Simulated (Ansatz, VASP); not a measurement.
## Two plane-wave programs on PbF2

```
Pb F
1.0
     0.00000    3.01054    2.89012
     3.01054    0.00000    2.89012
     3.01054    3.01054    0.00000
Pb F
1 2
Direct
  0.00000 0.00000 0.00000
  0.25000 0.25000 0.25000
  0.75000 0.75000 0.75000
```

Alike in both runs: task single point; functional PBEsol; k mesh 8 × 8 × 8; occupations gaussian, width 0.05 eV; no spin polarisation.

```csv
,VASP,Ansatz
version,VASP 6.6.1,Ansatz 0.2.0
potentials or method,"VASP PAW PBE potentials, release 64 (Pb_d, F), cutoff 520 eV","scalar-relativistic, plane waves, PAW"
valence electrons in the cell,28,28
```

|  | VASP | Ansatz | Ansatz less VASP |
| --- | --- | --- | --- |
| gap on the k mesh at the Fermi level (eV) | 4.15 | 4.16 | +0.006 |
| least direct gap on the mesh (eV) | 4.41 | 4.41 | +0.004 |
| pressure (GPa) | -1.8 | -1.6 | +0.22 |
| traceless stress, the component that is largest in VASP (GPa) | 1.48 | 1.49 | +0.002 |

VASP's potentials were made for PBE, not for PBEsol.

Spin-orbit coupling is off throughout.
